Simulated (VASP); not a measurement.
Here is a VASP 6.6.1 calculation.

Contents of INCAR:

```
PREC = Accurate
ENCUT = 600
EDIFF = 1E-6
ISMEAR = -1
SIGMA = 0.05
LREAL = F
LASPH = T
NELM = 120
ALGO = Normal
ISIF = 2
LWAVE = F
LCHARG = F
GGA = B5
ALDAX = 1.0
AGGAX = 1.0
AGGAC = 1.0
ALDAC = 0.0
NBANDS = 11
GGA_COMPAT = F
```

Contents of KPOINTS:

```
Automatic mesh
0
Gamma
  10 10 10
```

POSCAR

```
SiC
1.0
    0.0000000000      2.1495504440      2.1495504440
    2.1495504440      0.0000000000      2.1495504440
    2.1495504440      2.1495504440      0.0000000000
Si C
1 1
Direct
    0.0000000000      0.0000000000      0.0000000000
    0.7500000000      0.7500000000      0.7500000000
```

Potentials or basis: VASP PAW PBE potentials, release 64 (Si, C).

The run is started by

```bash
$ cat potpaw_PBE.64/Si/POTCAR potpaw_PBE.64/C/POTCAR > POTCAR
$ mpirun -np 1 vasp_std > vasp.out
```

Predict the band gap on the k mesh.

1.67 eV (least direct gap 4.88 eV).

What does it give for the pressure?

18.4 GPa.

Caveat: the cell stands under pressure; the PAW data sets were made with another functional, which shifts forces and pressure a little. A k mesh can miss the band edges.
